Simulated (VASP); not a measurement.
Runs of VASP 6.6.1 on MoS2. The structure is that of space group P-6m2 (No. 187), or close to it. The cells are those of the table. 

```csv
cell,gap on the mesh (eV),largest force (eV/Å)
"a = 3.200, b = 3.200, c = 17.163 Å, angles 90.0, 90.0, 120.0°, 3 atoms",(a),0.22
"a = 3.152, b = 3.152, c = 17.687 Å, angles 90.0, 90.0, 120.0°, 3 atoms",1.93,0.37
"a = 3.216, b = 3.216, c = 16.993 Å, angles 90.0, 90.0, 120.0°, 3 atoms",1.30,0.42
"a = 3.168, b = 3.168, c = 17.509 Å, angles 90.0, 90.0, 120.0°, 3 atoms",1.85,0.17
```

Alike in all rows: task single point; level r2SCAN; potentials or basis VASP PAW PBE potentials, release 64 (Mo_sv, S); no spin polarisation; k mesh 12 × 12 × 2; cutoff (eV) 550; smearing fermi-dirac 0.3 eV.

Problem. Fill in the values left out.

Solution. (a) 1.49.

Caveats: so wide a smearing shifts energies and pressures; there is no dipole correction, which matters where the two faces differ; the PAW data sets were made with another functional, which shifts forces and pressure a little.

A k mesh can miss the band edges, and the runs leave out spin-orbit coupling on Mo.
